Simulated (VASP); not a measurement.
Wanted: the native input for a VASP 6.6.1 run.

| Item | Value |
| --- | --- |
| Task | single point |
| Functional | PBE0 |
| Potentials or basis | VASP PAW PBE potentials, release 64 (Ga_d, F) |
| Cutoff | 520 eV |
| k mesh | 4 × 4 × 4 |
| Occupations | fermi-dirac, width 0.05 eV |
| Spin | non-collinear spin, zero start, spin-orbit coupling |
| Starting moments | [[0.0, 0.0, 0.0], [0.0, 0.0, 0.0]] μB |
| Dipole correction | no |
| Grid for exact exchange (PRECFOCK) | Normal |
| Further INCAR settings | ALGO = Normal; EDIFF = 1e-07; NBANDS = 32 |
| Share of exact exchange | 0.25 |

The system is GaF.

```
Ga F
1.0
     3.16592    0.00000    0.00000
     0.00000    3.16592    0.00000
     0.00000    0.00000    3.16592
Ga F
1 1
Direct
  0.00000 0.00000 0.00000
  0.50000 0.50000 0.50000
```

These files were run (other wordings do the same):

POSCAR

```
GaF
1.0
    3.1659200000      0.0000000000      0.0000000000
    0.0000000000      3.1659200000      0.0000000000
    0.0000000000      0.0000000000      3.1659200000
Ga F
1 1
Direct
    0.0000000000      0.0000000000      0.0000000000
    0.5000000000      0.5000000000      0.5000000000
```

INCAR.step1

```
SYSTEM = GaF
PREC = Accurate
ENCUT = 520
EDIFF = 1E-5
ISMEAR = -1
SIGMA = 0.05
LREAL = .False.
LASPH = .True.
NELM = 150
ALGO = Normal
ISIF = 2
LWAVE = .True.
MAGMOM = 0 0 0 0 0 0
LORBIT = 11
LSORBIT = .True.
GGA_COMPAT = .False.
LORBMOM = .True.
GGA = PE
NBANDS = 32
```

INCAR.step2

```
SYSTEM = GaF
PREC = Accurate
ENCUT = 520
EDIFF = 1E-7
ISMEAR = -1
SIGMA = 0.05
LREAL = .False.
LASPH = .True.
NELM = 150
ALGO = Normal
ISIF = 2
LWAVE = .False.
LCHARG = .True.
MAGMOM = 0 0 0 0 0 0
LORBIT = 11
LSORBIT = .True.
GGA_COMPAT = .False.
LORBMOM = .True.
GGA = PE
LHFCALC = .True.
AEXX = 0.25
PRECFOCK = Normal
LVHAR = .True.
ISTART = 1
NBANDS = 32
```

KPOINTS

```
regular mesh
0
Gamma
  4 4 4
  0 0 0
```

Potentials or basis: VASP PAW PBE potentials, release 64 (Ga_d, F).

Launch:

```bash
$ cat potpaw_PBE.64/Ga_d/POTCAR potpaw_PBE.64/F/POTCAR > POTCAR
$ cp INCAR.step1 INCAR
$ mpirun -np 1 vasp_ncl > vasp.out
$ cp INCAR.step2 INCAR
$ mpirun -np 1 vasp_ncl > vasp.out
```

It gave:

| Item | Value |
| --- | --- |
| Pressure | -0.2 GPa |
| Net moment | 0.00 μB per cell |
| Valence electrons inside the program's atomic spheres | Ga 11.34; F 6.07 |

Caveat: the k points lie up to 0.50 Å⁻¹ apart; the PAW data sets were made with another functional, which shifts forces and pressure a little.

Run time: 46 min on 1 thread of Oxide Virtual Turin-like Processor (shared host), peak memory 0.18 GiB.
